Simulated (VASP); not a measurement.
Write the native input for VASP 6.6.1 that does the following.

```yaml
Task: single point
Functional: PBEsol
Potentials_or_basis: VASP PAW PBE potentials, release 64 (Tc_pv)
Cutoff: 520 eV
k_mesh: 11 × 11 × 6
Occupations: fermi-dirac, width 0.05 eV
Spin: no spin polarisation
Dipole_correction: no
Further_INCAR_settings: ALGO = Normal; EDIFF = 1e-06; NBANDS = 20
```

The structure of Tc lies in POSCAR:

```
Tc
1.0
    2.6520724124      0.0000000000      0.0000000000
   -1.3260362062      2.2967620818      0.0000000000
    0.0000000000      0.0000000000      4.2541353213
Tc
2
Direct
    0.6666666667      0.3333333333      0.7500000000
    0.3333333333      0.6666666667      0.2500000000
```

The input as run:

INCAR

```
PREC = Accurate
ENCUT = 520
EDIFF = 1E-6
ISMEAR = -1
SIGMA = 0.05
LREAL = False
LASPH = True
NELM = 60
ALGO = Normal
ISIF = 2
LWAVE = False
LCHARG = True
GGA = PS
LELF = True
LVHAR = True
NBANDS = 20
```

KPOINTS

```
Automatic mesh
0
Gamma
  11 11 6
```

Potentials or basis: VASP PAW PBE potentials, release 64 (Tc_pv).

Command:

```sh
$ cat potpaw_PBE.64/Tc_pv/POTCAR > POTCAR
$ mpirun -np 1 vasp_std > vasp.out
```

Results of the run:

```json
{
 "Pressure": "29.2 GPa",
 "Band gap on the k mesh": "zero (band 13 reaches 15.92 eV, above the bottom of band 14 at 12.31 eV)"
}
```

Caveat: the PAW data sets were made with another functional, which shifts forces and pressure a little.

Run time: 20 s on 1 thread of Intel Xeon 6975P-C, with other jobs on the host, peak memory 0.15 GiB.
